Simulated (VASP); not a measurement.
Input of a VASP 6.6.1 run:

Contents of INCAR:

```
PREC     = Accurate       # precision mode
ENCUT    = 520            # plane-wave cutoff, eV
EDIFF    = 1E-7           # SCF threshold, eV
ISMEAR   = 0              # smearing method
SIGMA    = 0.1            # smearing width, eV
LREAL    = False          # projectors in reciprocal space
LASPH    = True           # aspherical terms in the spheres
NELM     = 80             # most SCF steps
ALGO     = Fast           # electronic algorithm
ISIF     = 2              # what is computed and relaxed
LWAVE    = False          # write WAVECAR
LCHARG   = True           # write CHGCAR
GGA      = PE             # functional
LELF     = True           # ELF
LVHAR    = True         
NBANDS   = 46             # bands
```

The input KPOINTS:

```
regular mesh
0
Gamma
  4 4 4
```

Contents of POSCAR:

```
Zn5Rh
1.0
    4.5809304300      0.0000000000      0.0000000000
    0.0000000000      4.5809304300      0.0000000000
    0.0000000000      0.0000000000      4.9182563200
Zn Rh
5 1
Direct
    0.7133909000      0.7133909000      0.5000000000
    0.2866091000      0.2866091000      0.5000000000
    0.2866091000      0.7133909000      0.5000000000
    0.7133909000      0.2866091000      0.5000000000
    0.0000000000      0.0000000000      0.5000000000
    0.0000000000      0.0000000000      0.0000000000
```

Potentials or basis: VASP PAW PBE potentials, release 64 (Zn, Rh_pv).

Launch:

```bash
$ cat potpaw_PBE.64/Zn/POTCAR potpaw_PBE.64/Rh_pv/POTCAR > POTCAR
$ mpirun -np 1 vasp_std > vasp.out
```

What does it give for the pressure?

66.3 GPa.

Estimate the band gap on the k mesh.

zero (an odd number of electrons rules out a gap without spin polarisation).

What does it give for the largest force?

0.564 eV/Å.

Forces on the atoms (eV/Å):
```
Zn  -0.399 -0.399  0.000
Zn   0.399  0.399  0.000
Zn   0.399 -0.399  0.000
Zn  -0.399  0.399  0.000
Zn   0.000  0.000  0.000
Rh   0.000  0.000  0.000
```

Caveat: the cell stands under pressure.
